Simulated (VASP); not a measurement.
Wanted: the native input for a VASP 6.6.1 run.

* Task: single point
* Functional: PBE
* Potentials or basis: VASP PAW PBE potentials, release 64 (Li_sv, B)
* Cutoff: 520 eV
* k mesh: 3 × 3 × 3
* Occupations: fermi-dirac, width 0.15 eV
* Spin: no spin polarisation
* Dipole correction: no
* Further INCAR settings: LREAL = Auto; ALGO = Normal; EDIFF = 1e-07; NBANDS = 40

The structure of Li16B (a cell with a defect) lies in POSCAR:

```
Li16B
1.0
    6.9800000000      0.0000000000      0.0000000000
    0.0000000000      6.9800000000      0.0000000000
    0.0000000000      0.0000000000      6.9800000000
Li B
16 1
Direct
   -0.0003727519      0.0443636115      0.0758682471
    0.4996571360      0.0270572578     -0.0401861133
   -0.0003630710      0.4553060097      0.0758461446
   -0.0003069600     -0.0424002363      0.4859815963
    0.2918176983      0.2498271323      0.2646667271
    0.4996452508      0.4726300997     -0.0401619540
    0.4997383897     -0.0283192902      0.5208702374
    0.7074092681      0.2498404282      0.2645621824
   -0.0002969159      0.5419940214      0.4859224941
    0.2778610508      0.7498705064      0.2297067245
    0.2051628843      0.2498059320      0.6747335660
    0.4997255175      0.5280074054      0.5208556942
    0.7215546850      0.7498568073      0.2296996160
    0.7942277047      0.2498160419      0.6746758077
    0.2224804448      0.7498192871      0.7907296828
    0.7769314515      0.7498080550      0.7907624704
   -0.0004176827      0.2497808308      0.3752630767
```

One way to write it, as run:

INCAR

```
SYSTEM = Li16B
  PREC = Accurate
  ENCUT = 520
  EDIFF = 1E-7
  ISMEAR = -1
  SIGMA = 0.15
  LREAL = Auto
  LASPH = .True.
  NELM = 100
  ALGO = Normal
  ISIF = 2
  LWAVE = .False.
  LCHARG = .False.
  GGA = PE
  NBANDS = 40
```

KPOINTS

```
regular mesh
0
Gamma
  3 3 3
  0 0 0
```

Potentials or basis: VASP PAW PBE potentials, release 64 (Li_sv, B).

Launch:

```console
$ cat potpaw_PBE.64/Li_sv/POTCAR potpaw_PBE.64/B/POTCAR > POTCAR
$ mpirun -np 1 vasp_std > vasp.out
```

It gave:

```
Largest force          : 0.008 eV/Å
Band gap on the k mesh : zero (an odd number of electrons rules out a gap without spin polarisation)
```

Wall time 3.8 min on 1 thread of Intel(R) Xeon(R) 6975P-C (Granite Rapids), on a shared host, peak memory 0.41 GiB.
